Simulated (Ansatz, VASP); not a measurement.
**One calculation of CoO, two programs**

Contents of INCAR:

```
PREC = Accurate
ENCUT = 600
EDIFF = 1E-6
ISMEAR = -1
SIGMA = 0.05
LREAL = False
LASPH = True
NELM = 150
ALGO = Normal
ISIF = 3
LWAVE = False
LCHARG = False
ISPIN = 2
MAGMOM = 2 0
LORBIT = 11
LMAXMIX = 4
GGA = PS
IVDW = 12
IBRION = 2
NSW = 80
EDIFFG = -0.005
```

KPOINTS

```
regular mesh
0
Gamma
  7 7 7
```

The input POSCAR:

```
CoO
1.0
    1.6022198417      0.9250420569      2.5664708903
   -1.6022198417      0.9250420569      2.5664708903
    0.0000000000     -1.8500841138      2.5664708903
Co O
1 1
Direct
    0.9989783200      0.9989783200      0.9989783200
    0.7510210300      0.7510210300      0.7510210300
```

File input.yaml:

```yaml
crystal:
  lattice:
    - [1.6022198417, 0.9250420569, 2.5664708903]
    - [-1.6022198417, 0.9250420569, 2.5664708903]
    - [0.0, -1.8500841138, 2.5664708903]
  atoms:
    - { symbol: Co, position: [0.99897832, 0.99897832, 0.99897832], spin: 2.0 }
    - { symbol: O, position: [0.75102103, 0.75102103, 0.75102103] }
kpoints:
  mp_grid: { grid: [7, 7, 7] }
scf:
  occupations: { method: fermi_dirac, width: 0.05 }
hamiltonian:
  xc: pbesol
  dispersion: d3bj
  pseudopotentials: { kind: all_electron, lapw: { basis_error: 0.001 } }
magnetization:
  spin_polarized: true
output:
  forces: true
  stress: true
relax:
  f_tol: 0.005
  max_steps: 60
  cell: {}
```

Alike in both runs: task relaxation of cell and atoms; functional PBEsol; dispersion D3(BJ); k mesh 7 × 7 × 7; occupations fermi-dirac, width 0.05 eV; collinear spin.

|  | VASP | Ansatz |
| --- | --- | --- |
| version | VASP 6.6.1 | Ansatz 0.2.0 |
| potentials or method | VASP PAW PBE potentials, release 64 (Co, O), cutoff 600 eV | all-electron LAPW, scalar-relativistic |

|  | VASP | Ansatz | Ansatz less VASP |
| --- | --- | --- | --- |
| net moment per atom (μB) | 0.95 | 0.98 | +0.026 |
| size of the moment on the site where the two differ most (μB) | 0.18 | 0.18 | +0.006 |
| relaxed volume (Å³/atom) | 10.14 | 10.18 | +0.039 |
| relaxed cell length with the largest relative difference (Å) | 3.060 | 3.065 | +0.0050 |

VASP's potentials were made for PBE, not for PBEsol. Site moments also hang on the region over which each program counts them. Ansatz ran all-electron here, and VASP with PAW potentials.

Noted on Ansatz's run: the k mesh is thin for a metal, which can move the energy by tens of meV per atom.
